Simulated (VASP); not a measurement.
# Cr2O3 (R-3c) in VASP: further runs

Aim: see how the results for Cr2O3 move with the level of theory and the settings. Levels: PBE, r2SCAN. Tasks: single point.

All numbers are computed with VASP 6.6.1; they aren't measurements. Logs are shortened: lines on timing, memory, paths and dates and some standing lists are left out, and cuts for length are marked.

**1. The cell of the first run**

It takes space group R-3c (No. 167, trigonal). Conventional cell: a = 4.959 Å, b = 4.959 Å, c = 13.594 Å, α = 90.00°, β = 90.00°, γ = 120.00°. Cr (site symmetry 3) has 6 O at 1.97 to 2.01 Å and 1 Cr at 2.66 Å within 2.7 Å. Within 3.0 Å of O (site symmetry 2) lie 4 Cr at 1.97 to 2.01 Å and 12 O at 2.62 to 2.99 Å.

**2. Single point, PBE, collinear spin, antiferromagnetic start**

INCAR

```
PREC = Accurate
ENCUT = 520
EDIFF = 1E-6
ISMEAR = 0
SIGMA = 0.01
LREAL = False
LASPH = True
NELM = 150
ALGO = Normal
ISIF = 2
LWAVE = False
LCHARG = False
ISPIN = 2
MAGMOM = 3 -3 3 -3 0 0 0 0 0 0
LORBIT = 11
LMAXMIX = 4
GGA = PE
NBANDS = 57
```

KPOINTS

```
Automatic mesh
0
Gamma
  4 4 4
```

POSCAR

```
Cr2O3
1.0
    2.4795000000      1.4315399925      4.5313333333
   -2.4795000000      1.4315399925      4.5313333333
    0.0000000000     -2.8630799849      4.5313333333
Cr O
4 6
Direct
    0.3477000000      0.3477000000      0.3477000000
    0.1523000000      0.1523000000      0.1523000000
    0.8477000000      0.8477000000      0.8477000000
    0.6523000000      0.6523000000      0.6523000000
    0.5551000000      0.9449000000      0.2500000000
    0.2500000000      0.5551000000      0.9449000000
    0.9449000000      0.2500000000      0.5551000000
    0.4449000000      0.0551000000      0.7500000000
    0.7500000000      0.4449000000      0.0551000000
    0.0551000000      0.7500000000      0.4449000000
```

Potentials or basis: VASP PAW PBE potentials, release 64 (Cr_pv, O).

Started as:

```console
$ cat potpaw_PBE.64/Cr_pv/POTCAR potpaw_PBE.64/O/POTCAR > POTCAR
$ mpirun -np 1 vasp_std > vasp.out
```

OUTCAR:

```text
PREC = Accurate
   ENCUT = 520
   EDIFF = 1E-6
   ISMEAR = 0
   LREAL = False
   LASPH = True
   NELM = 150
   ISIF = 2
   ISPIN = 2
   LORBIT = 11
   GGA = PE

 ion  position               nearest neighbor table
   1  0.348  0.348  0.348-  10 1.97   8 1.97   9 1.97   5 2.01   6 2.01   7 2.01   2 2.66   4 2.89
                             4 2.89   4 2.89
   2  0.152  0.152  0.152-   9 1.97   8 1.97  10 1.97   5 2.01   7 2.01   6 2.01   1 2.66   3 2.89
                             3 2.89   3 2.89
   3  0.848  0.848  0.848-   6 1.97   5 1.97   7 1.97   8 2.01  10 2.01   9 2.01   4 2.66   2 2.89
                             2 2.89   2 2.89
   4  0.652  0.652  0.652-   7 1.97   5 1.97   6 1.97   8 2.01   9 2.01  10 2.01   3 2.66   1 2.89
                             1 2.89   1 2.89
   5  0.555  0.945  0.250-   3 1.97   4 1.97   1 2.01   2 2.01
   6  0.250  0.555  0.945-   3 1.97   4 1.97   1 2.01   2 2.01
   7  0.945  0.250  0.555-   4 1.97   3 1.97   2 2.01   1 2.01
   8  0.445  0.055  0.750-   1 1.97   2 1.97   3 2.01   4 2.01
   9  0.750  0.445  0.055-   2 1.97   1 1.97   4 2.01   3 2.01
  10  0.055  0.750  0.445-   1 1.97   2 1.97   3 2.01   4 2.01

  LATTYP: Found a trigonal (rhomboedric) cell.
 ALAT       =     5.3600567887
 COS(alpha) =     0.5720239767

  Lattice vectors:

 A1 = (   2.4795000000,   1.4315399925,   4.5313333333)
 A2 = (  -2.4795000000,   1.4315399925,   4.5313333333)
 A3 = (   0.0000000000,  -2.8630799849,   4.5313333333)

Analysis of symmetry for initial positions (statically):
=====================================================================
 Subroutine PRICEL returns:
 Original cell was already a primitive cell.

 Routine SETGRP: Setting up the symmetry group for a
 trigonal (rhombohedral) supercell.

 Subroutine GETGRP returns: Found 12 space group operations
 (whereof  6 operations were pure point group operations)
 out of a pool of 12 trial point group operations.

The static configuration has the point symmetry S_6 .
 The point group associated with its full space group is D_3d.

Analysis of symmetry for dynamics (positions and initial velocities):
=====================================================================
 Subroutine PRICEL returns:
 Original cell was already a primitive cell.

 Routine SETGRP: Setting up the symmetry group for a
 trigonal (rhombohedral) supercell.

 Subroutine GETGRP returns: Found 12 space group operations
 (whereof  6 operations were pure point group operations)
 out of a pool of 12 trial point group operations.

The dynamic configuration has the point symmetry S_6 .
 The point group associated with its full space group is D_3d.

Analysis of structural, dynamic, and magnetic symmetry:
=====================================================================
 Subroutine PRICEL returns:
 Original cell was already a primitive cell.

 Routine SETGRP: Setting up the symmetry group for a
 trigonal (rhombohedral) supercell.

 Subroutine GETGRP returns: Found 12 space group operations
 (whereof  6 operations were pure point group operations)
 out of a pool of 12 trial point group operations.

The overall configuration has the point symmetry S_6 .
 The point group associated with its full space group is D_3d.

 Subroutine INISYM returns: Found 12 space group operations
 (whereof  6 operations are pure point group operations),
 and found     1 'primitive' translations

----------------------------------------------------------------------------------------

                                     Primitive cell

  volume of cell :      96.5039

  direct lattice vectors                    reciprocal lattice vectors
     2.479500000  1.431539993  4.531333333     0.201653559  0.116424737  0.073561866
    -2.479500000  1.431539993  4.531333333    -0.201653559  0.116424737  0.073561866
     0.000000000 -2.863079985  4.531333333     0.000000000 -0.232849473  0.073561866

  length of vectors
[... 75 lines left out ...]
   NGXF,Y,Z  is equivalent  to a cutoff of  24.81, 24.81, 24.81 a.u.
 SYSTEM =  unknown system
   PREC   = accura    normal or accurate (medium, high low for compatibility)
   ISTART =      0    job   : 0-new  1-cont  2-samecut
   ICHARG =      2    charge: 1-file 2-atom 10-const
   ISPIN  =      2    spin polarized calculation?
   LNONCOLLINEAR =      F non collinear calculations
   LSORBIT =      F    spin-orbit coupling
   LASPH  =      T    aspherical Exc in radial PAW
   ENCUT  =  520.0 eV  38.22 Ry    6.18 a.u.   9.97  9.97  9.97*2*pi/ulx,y,z
   NELM   =    150;   NELMIN=  2; NELMDL= -5     # of ELM steps
   EDIFF  = 0.1E-05   stopping-criterion for ELM
   LREAL  =      F    real-space projection
   EDIFFG = 0.1E-04   stopping-criterion for IOM
   NSW    =      0    number of steps for IOM
   IBRION =     -1    ionic relax: 0-MD 1-quasi-New 2-CG
   NFREE  =      0    steps in history (QN), initial steepest desc. (CG)
   ISIF   =      2    stress and relaxation
   ISYM   =      2    0-nonsym 1-usesym 2-fastsym
   POTIM  = 0.5000    time-step for ionic-motion
   TEBEG  =    0.0;   TEEND  =   0.0 temperature during run
   PSTRESS=    0.0 pullay stress
   NELECT =      84.0000    total number of electrons
   NUPDOWN=      -1.0000    fix difference up-down
   EMIN   =  10.00;   EMAX   =-10.00  energy-range for DOS
   EFERMI =   0.00;   METHOD = LEGACY
   ISMEAR =     0;   SIGMA  =   0.01  broadening in eV -4-tet -1-fermi 0-gaus
   EFERMI_NEDOS =   21; number of points for ismear=-14 and -15
   IALGO  =     38    algorithm
   IMIX   =      4    mixing-type and parameters
     AMIX     =   0.40;   BMIX     =  1.00
     AMIX_MAG =   1.60;   BMIX_MAG =  1.00
  volume/ion in A,a.u.               =       9.65        65.12
  Fermi-wavevector in a.u.,A,eV,Ry     =   1.563098  2.953828 33.242795  2.443276
  Thomas-Fermi vector in A             =   2.665920
   LORBIT       =     11    0 simple, 1 ext, 2 COOP (PROOUT), +10 PAW based schemes
   GGA     = PE    functional components
   LHFCALC =     F    Hartree Fock is set to
   AEXX    =    0.0000 exact exchange contribution
   IVDW    =     0    specifies the selected vdW correction
   LEPSILON=     F    determine dielectric tensor
   LRPA    =     F    only Hartree local field effects (RPA)
 spin polarized calculation
 Gauss-broadening in eV      SIGMA  =   0.01
  energy-cutoff  :      520.00
  volume of cell :       96.50
 maximum number of plane-waves:      2614
   NGX = 19   NGY = 19   NGZ = 19

 number of electron      83.9999998 magnetization      -0.0000000

 number of electron      83.9999998 magnetization       0.0000000

 Free energy of the ion-electron system (eV)
  ---------------------------------------------------
  ext. energy  EPLUGINS =         0.00000000
  ---------------------------------------------------
  free energy    TOTEN  =       -87.74076503 eV

  energy without entropy =      -87.74076503  energy(sigma->0) =      -87.74076503

 E-fermi :   6.8992     XC(G=0): -12.0999

 val. band max:        6.8270871994   @ k =  -0.2500   0.2500   0.0000
 cond. band min:       8.4704820802   @ k =   0.2500   0.2500   0.2500
 fundamental gap:      1.6433948808
 Fermi energy:         6.8992063740

 spin component 1

 k-point     1 :       0.0000    0.0000    0.0000
  band No.  band energies     occupation
      1     -37.3955      1.00000
      2     -37.3955      1.00000
      3     -37.3795      1.00000
      4     -37.3795      1.00000
      5     -37.3628      1.00000
      6     -37.3410      1.00000
[... 730 lines left out ...]
     53      10.8336      0.00000
     54      10.8336      0.00000
 Fermi energy:         6.8992063740

 spin component 2

 k-point     1 :       0.0000    0.0000    0.0000
  band No.  band energies     occupation
      1     -37.3955      1.00000
      2     -37.3955      1.00000
      3     -37.3795      1.00000
      4     -37.3795      1.00000
      5     -37.3628      1.00000
      6     -37.3410      1.00000
[... 730 lines left out ...]
     53      10.8336      0.00000
     54      10.8336      0.00000
 [bands above 54 left out]

------------------------ aborting loop because EDIFF is reached ----------------------------------------

  FORCE on cell =-STRESS in cart. coord.  units (eV):
  Direction    XX          YY          ZZ          XY          YZ          ZX
  --------------------------------------------------------------------------------------
  -------------------------------------------------------------------------------------
  Total        1.8054164      1.8054164      2.4536890      0.0000000      0.0000000      0.0000000
  in kB       29.9738901     29.9738901     40.7366430      0.0000000      0.0000000      0.0000000
  external PRESSURE =      33.5614744 kB  Pullay stress =       0.0000000 kB

 VOLUME and BASIS-vectors are now :
 -----------------------------------------------------------------------------
  energy-cutoff  :      520.00
  volume of cell :       96.50
      direct lattice vectors                 reciprocal lattice vectors
     2.479500000  1.431539993  4.531333333     0.201653559  0.116424737  0.073561866
    -2.479500000  1.431539993  4.531333333    -0.201653559  0.116424737  0.073561866
     0.000000000 -2.863079985  4.531333333     0.000000000 -0.232849473  0.073561866

 POSITION                                       TOTAL-FORCE (eV/Angst)
 -----------------------------------------------------------------------------------
      0.00000      0.00000      4.72663         0.000000     -0.000000     -0.164910
      0.00000      0.00000      2.07037         0.000000      0.000000      0.164910
      0.00000      0.00000     11.52363         0.000000     -0.000000     -0.164910
      0.00000      0.00000      8.86737         0.000000      0.000000      0.164910
     -0.96651      1.43154      7.92983         0.294283     -0.000000      0.000000
     -0.75650     -1.55279      7.92983        -0.147142      0.254857      0.000000
      1.72300      0.12125      7.92983        -0.147142     -0.254857      0.000000
      0.96651     -1.43154      5.66417        -0.294283     -0.000000      0.000000
      0.75650      1.55279      5.66417         0.147142     -0.254857      0.000000
     -1.72300     -0.12125      5.66417         0.147142      0.254857      0.000000
 -----------------------------------------------------------------------------------
    total drift:                               -0.000000     -0.000000      0.000000

  FREE ENERGIE OF THE ION-ELECTRON SYSTEM (eV)
  ---------------------------------------------------
  free  energy   TOTEN  =       -87.7407650291 eV

  energy  without entropy=      -87.7407650291  energy(sigma->0) =      -87.74076503

 total charge

# of ion       s       p       d       tot
------------------------------------------
    1        0.297   6.351   4.093  10.740
    2        0.297   6.351   4.093  10.740
    3        0.297   6.351   4.093  10.740
    4        0.297   6.351   4.093  10.740
    5        1.558   3.500   0.000   5.058
    6        1.558   3.500   0.000   5.058
    7        1.558   3.500   0.000   5.058
    8        1.558   3.500   0.000   5.058
    9        1.558   3.500   0.000   5.058
   10        1.558   3.500   0.000   5.058
--------------------------------------------------
tot         10.531  46.405  16.372  73.308

 magnetization (x)

# of ion       s       p       d       tot
------------------------------------------
    1        0.016   0.027   2.608   2.651
    2       -0.016  -0.027  -2.608  -2.651
    3        0.016   0.027   2.608   2.651
    4       -0.016  -0.027  -2.608  -2.651
    5        0.000   0.000   0.000   0.000
    6        0.000   0.000   0.000   0.000
    7        0.000   0.000   0.000   0.000
    8        0.000   0.000   0.000   0.000
    9        0.000   0.000   0.000   0.000
   10        0.000   0.000   0.000   0.000
--------------------------------------------------
tot          0.000   0.000   0.000   0.000
```

It took 83 s on 1 thread of Intel Xeon 6975P-C (Granite Rapids), shared host; peak memory 0.33 GiB.

What came out:

* Free energy: -87.7408 eV
* Pressure: 3.4 GPa
* Largest force: 0.294 eV/Å
* Band gap on the k mesh: 1.64 eV (least direct gap 1.68 eV)
* Net moment: 0.00 μB per cell
* Site moments: Cr +2.65, -2.65 (each value once); O +0.00 μB
* Valence electrons inside the program's atomic spheres: Cr 10.74; O 5.06

Forces on the atoms (eV/Å):
```
Cr   0.000  0.000 -0.165
Cr   0.000  0.000  0.165
Cr   0.000  0.000 -0.165
Cr   0.000  0.000  0.165
O    0.294  0.000  0.000
O   -0.147  0.255  0.000
O   -0.147 -0.255  0.000
O   -0.294  0.000  0.000
O    0.147 -0.255  0.000
O    0.147  0.255  0.000
```

Caveat: the cell stands under pressure. A k mesh can miss the band edges.

**3. Single point, r2SCAN, collinear spin, antiferromagnetic start**

POSCAR is that of step 2.

INCAR.step1

```
SYSTEM = Cr2O3
PREC     = Accurate       ! precision mode
ENCUT    = 520            ! plane-wave cutoff, eV
ISMEAR   = -1             ! smearing method
SIGMA    = 0.05           ! smearing width, eV
LREAL    = .FALSE.        ! projectors in reciprocal space
LASPH    = .TRUE.         ! aspherical terms in the spheres
NELM     = 150            ! most SCF steps
ISPIN    = 2              ! spin polarisation
MAGMOM   = 3 -3 3 -3 0 0 0 0 0 0 ! initial moments
LMAXMIX  = 4              ! l up to which the mixer works
NBANDS   = 57             ! bands
GGA      = PE             ! functional
ALGO     = Normal         ! electronic algorithm
EDIFF    = 1E-4           ! SCF threshold, eV
LWAVE    = .TRUE.         ! write WAVECAR
LCHARG   = .FALSE.        ! write CHGCAR
```

INCAR.step2

```
SYSTEM = Cr2O3
PREC     = Accurate       ! precision mode
ENCUT    = 520            ! plane-wave cutoff, eV
EDIFF    = 1E-6           ! SCF threshold, eV
ISMEAR   = -1             ! smearing method
SIGMA    = 0.05           ! smearing width, eV
LREAL    = .FALSE.        ! projectors in reciprocal space
LASPH    = .TRUE.         ! aspherical terms in the spheres
NELM     = 150            ! most SCF steps
ALGO     = Normal         ! electronic algorithm
ISIF     = 2              ! what is computed and relaxed
LWAVE    = .FALSE.        ! write WAVECAR
LCHARG   = .TRUE.         ! write CHGCAR
ISPIN    = 2              ! spin polarisation
MAGMOM   = 3 -3 3 -3 0 0 0 0 0 0 ! initial moments
LORBIT   = 11             ! projections on sites
LMAXMIX  = 4              ! l up to which the mixer works
METAGGA  = R2SCAN         ! meta-GGA
LMIXTAU  = .TRUE.       
LELF     = .TRUE.         ! ELF
LVHAR    = .TRUE.       
NBANDS   = 57             ! bands
ISTART   = 1
```

KPOINTS

```
Automatic mesh
0
G
  4 4 4
  0 0 0
```

Potentials or basis: VASP PAW PBE potentials, release 64 (Cr_pv, O).

Started as:

```console
$ cat potpaw_PBE.64/Cr_pv/POTCAR potpaw_PBE.64/O/POTCAR > POTCAR
$ cp INCAR.step1 INCAR
$ mpirun -np 1 vasp_std > vasp.out
$ cp INCAR.step2 INCAR
$ mpirun -np 1 vasp_std > vasp.out
```

Wall time 4.6 min (1 thread of Intel Xeon 6975P-C (Granite Rapids), shared host); peak memory 0.37 GiB.

It converged, with:

- Free energy: -120.4087 eV
- Pressure: 0.8 GPa
- Largest force: 0.129 eV/Å
- Band gap on the k mesh: 1.88 eV (least direct gap 1.88 eV)
- Net moment: 0.00 μB per cell
- Site moments: Cr +2.76, -2.76 (each value once); O +0.00 μB
- Valence electrons inside the program's atomic spheres: Cr 10.79; O 5.10

Forces on the atoms (eV/Å):
```
Cr   0.000  0.000 -0.055
Cr   0.000  0.000  0.055
Cr   0.000  0.000 -0.055
Cr   0.000  0.000  0.055
O    0.129  0.000  0.000
O   -0.064  0.111  0.000
O   -0.064 -0.111  0.000
O   -0.129  0.000  0.000
O    0.064 -0.111  0.000
O    0.064  0.111  0.000
```

Stress tensor (GPa, compression positive):
```
0.61 0.00 0.00
0.00 0.61 0.00
0.00 0.00 1.05
```

Levels at points of the mesh, in eV from the valence-band top:
Spin up:
| k point | band 40 | band 41 | band 42 | band 43 | band 44 | band 45 |
| --- | --- | --- | --- | --- | --- | --- |
| (0.00, 0.00, 0.00) | -0.20 | -0.20 | -0.12 | 1.88 | 1.89 | 2.73 |
| (0.50, 0.00, 0.00) | -0.28 | -0.15 | -0.15 | 1.88 | 1.88 | 3.07 |
| (0.50, 0.50, 0.00) | -0.43 | -0.07 | -0.03 | 1.88 | 1.88 | 2.56 |
| (0.50, 0.50, 0.50) | -0.40 | -0.32 | -0.32 | 1.88 | 1.88 | 2.93 |
Spin down:
```
           k point  band 38  band 39  band 40  band 41  band 42  band 43  band 44  band 45  band 46  band 47
(0.00, 0.00, 0.00)    -0.93    -0.73    -0.20    -0.20    -0.12     1.88     1.89     2.73     2.73     3.32
(0.50, 0.00, 0.00)    -0.89    -0.28    -0.28    -0.15    -0.15     1.88     1.88     3.07     3.07     3.39
(0.50, 0.50, 0.00)    -0.76    -0.60    -0.43    -0.07    -0.03     1.88     1.88     2.56     2.92     2.96
(0.50, 0.50, 0.50)    -0.40    -0.40    -0.40    -0.32    -0.32     1.88     1.88     2.93     2.93     2.93
```

Caveat: the PAW data sets were made with another functional, which shifts forces and pressure a little.
